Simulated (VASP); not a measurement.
# LiHF2 (R-3m) in VASP: notebook

LiHF2 is run at these levels: LDA; tasks: single point.

Program: VASP 6.6.1. These are calculated values, not measurements. Logs are shortened: lines on timing, memory, paths and dates and some standing lists are left out, and cuts for length are marked.

## Step 1: The cell of the first run

It takes space group R-3m (No. 166, trigonal). The conventional cell has a = 2.972 Å, b = 2.972 Å, c = 13.184 Å, α = 90.00°, β = 90.00°, γ = 120.00°. Within 2.7 Å of Li (site symmetry -3m) lie 6 F at 2.01 Å. H (site symmetry -3m) has 2 F at 1.15 Å within 1.5 Å. F (site symmetry 3m) has 1 H at 1.15 Å within 1.5 Å.

## Step 2: Single point, LDA (strain +0.030 along x and y, +0.015 along z)

INCAR reads:

```
SYSTEM = LiHF2
PREC = Accurate ; ENCUT = 520
EDIFF = 1E-6 ; ISMEAR = 0
SIGMA = 0.05 ; LREAL = .False.
LASPH = .True. ; NELM = 100
ALGO = Normal ; ISIF = 2
LWAVE = .False. ; LCHARG = .False.
NBANDS = 17
```

KPOINTS reads:

```
regular mesh
0
Gamma
  9 9 9
  0 0 0
```

POSCAR reads:

```
LiHF2
1.0
    1.4860718052      0.8579839568      4.3945551996
   -1.4860718052      0.8579839568      4.3945551996
    0.0000000000     -1.7159679136      4.3945551996
Li H F
1 1 2
Direct
    0.0000000000      0.0000000000      0.0000000000
    0.5000000000      0.5000000000      0.5000000000
    0.4125119035      0.4125119035      0.4125119035
    0.5874880965      0.5874880965      0.5874880965
```

Potentials or basis: VASP PAW LDA potentials, release 64 (Li_sv, H, F).

Run with:

```bash
$ cat potpaw_LDA.64/Li_sv/POTCAR potpaw_LDA.64/H/POTCAR potpaw_LDA.64/F/POTCAR > POTCAR
$ mpirun -np 1 vasp_std > vasp.out
```

OUTCAR:

```text
SYSTEM = LiHF2
   PREC = Accurate
   ENCUT = 520
   EDIFF = 1E-6
   ISMEAR = 0
   LREAL = .False.
   LASPH = .True.
   NELM = 100
   ISIF = 2

 ion  position               nearest neighbor table
   1  0.000  0.000  0.000-   4 2.01   4 2.01   3 2.01   3 2.01   4 2.01   3 2.01
   2  0.500  0.500  0.500-   3 1.15   4 1.15
   3  0.413  0.413  0.413-   2 1.15   1 2.01   1 2.01   1 2.01
   4  0.587  0.587  0.587-   2 1.15   1 2.01   1 2.01   1 2.01

  LATTYP: Found a trigonal (rhomboedric) cell.
 ALAT       =     4.7176966077
 COS(alpha) =     0.8015507014

  Lattice vectors:

 A1 = (   1.4860718052,   0.8579839568,   4.3945551996)
 A2 = (  -1.4860718052,   0.8579839568,   4.3945551996)
 A3 = (   0.0000000000,  -1.7159679136,   4.3945551996)

Analysis of symmetry for initial positions (statically):
=====================================================================
 Subroutine PRICEL returns:
 Original cell was already a primitive cell.

 Routine SETGRP: Setting up the symmetry group for a
 trigonal (rhombohedral) supercell.

 Subroutine GETGRP returns: Found 12 space group operations
 (whereof 12 operations were pure point group operations)
 out of a pool of 12 trial point group operations.

The static configuration has the point symmetry D_3d.

Analysis of symmetry for dynamics (positions and initial velocities):
=====================================================================
 Subroutine PRICEL returns:
 Original cell was already a primitive cell.

 Routine SETGRP: Setting up the symmetry group for a
 trigonal (rhombohedral) supercell.

 Subroutine GETGRP returns: Found 12 space group operations
 (whereof 12 operations were pure point group operations)
 out of a pool of 12 trial point group operations.

The dynamic configuration has the point symmetry D_3d.

 Subroutine INISYM returns: Found 12 space group operations
 (whereof 12 operations are pure point group operations),
 and found     1 'primitive' translations

----------------------------------------------------------------------------------------

                                     Primitive cell

  volume of cell :      33.6190

  direct lattice vectors                    reciprocal lattice vectors
     1.486071805  0.857983957  4.394555200     0.336457497  0.194253826  0.075851438
    -1.486071805  0.857983957  4.394555200    -0.336457497  0.194253826  0.075851438
     0.000000000 -1.715967914  4.394555200     0.000000000 -0.388507653  0.075851438

  length of vectors
     4.717696608  4.717696608  4.717696608     0.395842945  0.395842945  0.395842945

  position of ions in fractional coordinates (direct lattice)
     0.000000000  0.000000000  0.000000000
     0.500000000  0.500000000  0.500000000
     0.412511903  0.412511903  0.412511903
     0.587488097  0.587488097  0.587488097

  ion indices of the primitive-cell ions
   primitive index   ion index
                 1           1
                 2           2
                 3           3
                 4           4

----------------------------------------------------------------------------------------

 KPOINTS: regular mesh

Automatic generation of k-mesh.
 Grid dimensions read from file:
 generate k-points for:    9    9    9

 Generating k-lattice:

  Cartesian coordinates                     Fractional coordinates (reciprocal lattice)
     0.037384166  0.021583758  0.008427938     0.111111111  0.000000000  0.000000000
    -0.037384166  0.021583758  0.008427938     0.000000000  0.111111111  0.000000000
     0.000000000 -0.043167517  0.008427938     0.000000000  0.000000000  0.111111111

  Length of vectors
     0.043982549  0.043982549  0.043982549

  Shift w.r.t. Gamma in fractional coordinates (k-lattice)
     0.000000000  0.000000000  0.000000000

 Subroutine IBZKPT returns following result:
 ===========================================

 Found     85 irreducible k-points:

 Following reciprocal coordinates:
            Coordinates               Weight
  0.000000  0.000000  0.000000      1.000000
  0.111111  0.000000  0.000000      6.000000
  0.222222  0.000000  0.000000      6.000000
  0.333333 -0.000000 -0.000000      6.000000
  0.444444  0.000000  0.000000      6.000000
  0.111111  0.111111  0.000000      6.000000
[... 16 lines left out ...]
 -0.333333  0.333333  0.000000      6.000000
  0.444444  0.444444  0.000000      6.000000
 [... further k-points ...]
   k-points           NKPTS =     85   k-points in BZ     NKDIM =     85   number of bands    NBANDS=     17
   number of dos      NEDOS =    301   number of ions     NIONS =      4
   total plane-waves  NPLWV =  46656
   dimension x,y,z NGX =    36 NGY =   36 NGZ =   36
   dimension x,y,z NGXF=    72 NGYF=   72 NGZF=   72
   ions per type =               1   1   2
   NGX,Y,Z   is equivalent  to a cutoff of  12.69, 12.69, 12.69 a.u.
   NGXF,Y,Z  is equivalent  to a cutoff of  25.37, 25.37, 25.37 a.u.
 SYSTEM =  LiHF2
   PREC   = accura    normal or accurate (medium, high low for compatibility)
   ISTART =      0    job   : 0-new  1-cont  2-samecut
   ICHARG =      2    charge: 1-file 2-atom 10-const
   ISPIN  =      1    spin polarized calculation?
   LNONCOLLINEAR =      F non collinear calculations
   LSORBIT =      F    spin-orbit coupling
   LASPH  =      T    aspherical Exc in radial PAW
   ENCUT  =  520.0 eV  38.22 Ry    6.18 a.u.   8.77  8.77  8.77*2*pi/ulx,y,z
   NELM   =    100;   NELMIN=  2; NELMDL= -5     # of ELM steps
   EDIFF  = 0.1E-05   stopping-criterion for ELM
   LREAL  =      F    real-space projection
   EDIFFG = 0.1E-04   stopping-criterion for IOM
   NSW    =      0    number of steps for IOM
   IBRION =     -1    ionic relax: 0-MD 1-quasi-New 2-CG
   NFREE  =      0    steps in history (QN), initial steepest desc. (CG)
   ISIF   =      2    stress and relaxation
   ISYM   =      2    0-nonsym 1-usesym 2-fastsym
   POTIM  = 0.5000    time-step for ionic-motion
   TEBEG  =    0.0;   TEEND  =   0.0 temperature during run
   PSTRESS=    0.0 pullay stress
   NELECT =      18.0000    total number of electrons
   NUPDOWN=      -1.0000    fix difference up-down
   EMIN   =  10.00;   EMAX   =-10.00  energy-range for DOS
   EFERMI =   0.00;   METHOD = LEGACY
   ISMEAR =     0;   SIGMA  =   0.05  broadening in eV -4-tet -1-fermi 0-gaus
   EFERMI_NEDOS =   21; number of points for ismear=-14 and -15
   IALGO  =     38    algorithm
   IMIX   =      4    mixing-type and parameters
     AMIX     =   0.40;   BMIX     =  1.00
     AMIX_MAG =   1.60;   BMIX_MAG =  1.00
  volume/ion in A,a.u.               =       8.40        56.72
  Fermi-wavevector in a.u.,A,eV,Ry     =   1.329344  2.512095 24.043600  1.767155
  Thomas-Fermi vector in A             =   2.458513
   LORBIT       =      0    0 simple, 1 ext, 2 COOP (PROOUT), +10 PAW based schemes
   GGA     = CA    functional components
   LHFCALC =     F    Hartree Fock is set to
   AEXX    =    0.0000 exact exchange contribution
   IVDW    =     0    specifies the selected vdW correction
   LEPSILON=     F    determine dielectric tensor
   LRPA    =     F    only Hartree local field effects (RPA)
 non-spin polarized calculation
 Gauss-broadening in eV      SIGMA  =   0.05
  energy-cutoff  :      520.00
  volume of cell :       33.62
 maximum number of plane-waves:       935
   NGX = 17   NGY = 17   NGZ = 17

 number of electron      17.9999992 magnetization

 Free energy of the ion-electron system (eV)
  ---------------------------------------------------
  ext. energy  EPLUGINS =         0.00000000
  ---------------------------------------------------
  free energy    TOTEN  =       -19.79256015 eV

  energy without entropy =      -19.79256015  energy(sigma->0) =      -19.79256015

 E-fermi :  -2.7719     XC(G=0):  -9.8248

 val. band max:       -3.1085420594   @ k =   0.4444   0.4444   0.3333
 cond. band min:       4.7402252689   @ k =   0.0000   0.0000   0.0000
 fundamental gap:      7.8487673283
 Fermi energy:        -2.7719278371

 k-point     1 :       0.0000    0.0000    0.0000
  band No.  band energies     occupation
      1     -42.4799      2.00000
      2     -23.7077      2.00000
      3     -22.2761      2.00000
      4      -8.7072      2.00000
      5      -3.4925      2.00000
      6      -3.4925      2.00000
[... 9 lines left out ...]
     16      20.2519      0.00000
     17      20.2519      0.00000

 k-point     2 :       0.1111    0.0000    0.0000
  band No.  band energies     occupation
      1     -42.4762      2.00000
      2     -23.6712      2.00000
      3     -22.2599      2.00000
      4      -8.6478      2.00000
      5      -3.8313      2.00000
      6      -3.5431      2.00000
[... 9 lines left out ...]
     16      17.8971      0.00000
     17      20.2411      0.00000

 k-point     3 :       0.2222    0.0000    0.0000
  band No.  band energies     occupation
      1     -42.4669      2.00000
      2     -23.5768      2.00000
      3     -22.2197      2.00000
      4      -8.4966      2.00000
      5      -4.5103      2.00000
      6      -3.8905      2.00000
[... 9 lines left out ...]
     16      16.3429      0.00000
     17      20.0967      0.00000

 k-point     4 :       0.3333   -0.0000   -0.0000
  band No.  band energies     occupation
      1     -42.4563      2.00000
      2     -23.4647      2.00000
      3     -22.1754      2.00000
      4      -8.3256      2.00000
      5      -5.1574      2.00000
      6      -4.2921      2.00000
[... 9 lines left out ...]
     16      16.2527      0.00000
     17      19.5739      0.00000
[... 343 lines left out ...]
      1     -42.4465      2.00000
      2     -23.2616      2.00000
      3     -22.2578      2.00000
      4      -7.8279      2.00000
      5      -5.4076      2.00000
      6      -4.6140      2.00000
[... 9 lines left out ...]
     16      15.9124      0.00000
     17      19.4486      0.00000

 k-point    23 :      -0.3333    0.3333    0.0000
  band No.  band energies     occupation
      1     -42.4447      2.00000
      2     -23.2741      2.00000
      3     -22.2072      2.00000
      4      -7.9284      2.00000
      5      -5.1659      2.00000
      6      -4.9310      2.00000
[... 9 lines left out ...]
     16      15.7839      0.00000
     17      20.0972      0.00000

 k-point    24 :       0.4444    0.4444    0.0000
  band No.  band energies     occupation
      1     -42.4495      2.00000
      2     -23.2564      2.00000
      3     -22.3202      2.00000
      4      -7.7164      2.00000
      5      -5.6292      2.00000
      6      -4.6326      2.00000
[... 9 lines left out ...]
     16      15.9870      0.00000
     17      19.7090      0.00000

 [... further k-points ...]

------------------------ aborting loop because EDIFF is reached ----------------------------------------

  FORCE on cell =-STRESS in cart. coord.  units (eV):
  Direction    XX          YY          ZZ          XY          YZ          ZX
  --------------------------------------------------------------------------------------
  -------------------------------------------------------------------------------------
  Total       -0.7699599     -0.7699599     -1.2907467      0.0000000      0.0000000     -0.0000000
  in kB      -36.6938752    -36.6938752    -61.5129373      0.0000000      0.0000000     -0.0000000
  external PRESSURE =     -44.9668959 kB  Pullay stress =       0.0000000 kB

 VOLUME and BASIS-vectors are now :
 -----------------------------------------------------------------------------
  energy-cutoff  :      520.00
  volume of cell :       33.62
      direct lattice vectors                 reciprocal lattice vectors
     1.486071805  0.857983957  4.394555200     0.336457497  0.194253826  0.075851438
    -1.486071805  0.857983957  4.394555200    -0.336457497  0.194253826  0.075851438
     0.000000000 -1.715967914  4.394555200     0.000000000 -0.388507653  0.075851438

 POSITION                                       TOTAL-FORCE (eV/Angst)
 -----------------------------------------------------------------------------------
      0.00000      0.00000      0.00000        -0.000000      0.000000      0.000000
      0.00000      0.00000      6.59183         0.000000     -0.000000      0.000000
      0.00000      0.00000      5.43842         0.000000      0.000000      0.145896
      0.00000      0.00000      7.74525         0.000000     -0.000000     -0.145896
 -----------------------------------------------------------------------------------
    total drift:                               -0.000000      0.000000     -0.000000

  FREE ENERGIE OF THE ION-ELECTRON SYSTEM (eV)
  ---------------------------------------------------
  free  energy   TOTEN  =       -19.7925601525 eV

  energy  without entropy=      -19.7925601525  energy(sigma->0) =      -19.79256015
```

Run time: 54 s. Hardware: 1 thread of Intel Xeon Platinum 8488C (Sapphire Rapids), shared host; peak memory 0.18 GiB.

What came out:

| Item | Value |
| --- | --- |
| Free energy | -19.7926 eV |
| Largest force | 0.146 eV/Å |
| Band gap on the k mesh | 7.85 eV, indirect (least direct gap 8.06 eV) |

Forces in eV/Å, atoms in the order of the input:
```
Li   0.000  0.000  0.000
H    0.000  0.000  0.000
F    0.000  0.000  0.146
F    0.000  0.000 -0.146
```

Levels at points of the mesh, in eV from the valence-band top:
| k point | band 7 | band 8 | band 9 | band 10 | band 11 | band 12 |
| --- | --- | --- | --- | --- | --- | --- |
| (0.00, 0.00, 0.00) | -0.29 | -0.21 | -0.21 | 7.85 | 12.59 | 16.57 |

Caveat: the cell differs from its parent crystal (strain +0.030 along x and y, +0.015 along z); the cutoff is under 1.25 times the usual one of these potentials, so pressure, stress and relaxed cells hold a basis-set (Pulay) error. A k mesh can miss the band edges.

## Step 3: Single point, LDA (strain +0.030 along x and y, +0.030 along z)

INCAR reads:

```
ALGO = Normal ; EDIFF = 1E-6
ENCUT = 520 ; GGA = CA
ISIF = 2 ; ISMEAR = 0
LASPH = True ; LCHARG = True
LELF = True ; LREAL = False
LVHAR = True ; LWAVE = False
NBANDS = 17 ; NELM = 60
PREC = Accurate ; SIGMA = 0.05
```

KPOINTS reads:

```
k-points
0
Gamma
  9 9 9
```

POSCAR reads:

```
LiHF2
1.0
    1.4860718052      0.8579839568      4.4594993651
   -1.4860718052      0.8579839568      4.4594993651
    0.0000000000     -1.7159679136      4.4594993651
Li H F
1 1 2
Direct
    0.0000000000      0.0000000000      0.0000000000
    0.5000000000      0.5000000000      0.5000000000
    0.4125119035      0.4125119035      0.4125119035
    0.5874880965      0.5874880965      0.5874880965
```

Potentials or basis: VASP PAW LDA potentials, release 64 (Li_sv, H, F).

Run with:

```bash
$ cat potpaw_LDA.64/Li_sv/POTCAR potpaw_LDA.64/H/POTCAR potpaw_LDA.64/F/POTCAR > POTCAR
$ mpirun -np 1 vasp_std > vasp.out
```

It took 53 s on 1 thread of Intel Xeon Platinum 8488C (Sapphire Rapids), shared host; peak memory 0.18 GiB.

The run converged. Its results:

```
Free energy            : -19.7666 eV
Largest force          : 0.469 eV/Å
Band gap on the k mesh : 7.71 eV, indirect (least direct gap 7.91 eV)
```

Forces in eV/Å, atoms in the order of the input:
```
Li   0.000  0.000  0.000
H    0.000  0.000  0.000
F    0.000  0.000  0.469
F    0.000  0.000 -0.469
```

Levels at points of the mesh, in eV from the valence-band top:
```csv
k point,band 7,band 8,band 9,band 10,band 11,band 12
"(0.00, 0.00, 0.00)",-0.35,-0.19,-0.19,7.71,12.49,16.17
```

Caveat: the cell differs from its parent crystal (strain +0.030 along x and y, +0.030 along z); the cutoff is under 1.25 times the usual one of these potentials, so pressure, stress and relaxed cells hold a basis-set (Pulay) error. A k mesh can miss the band edges.
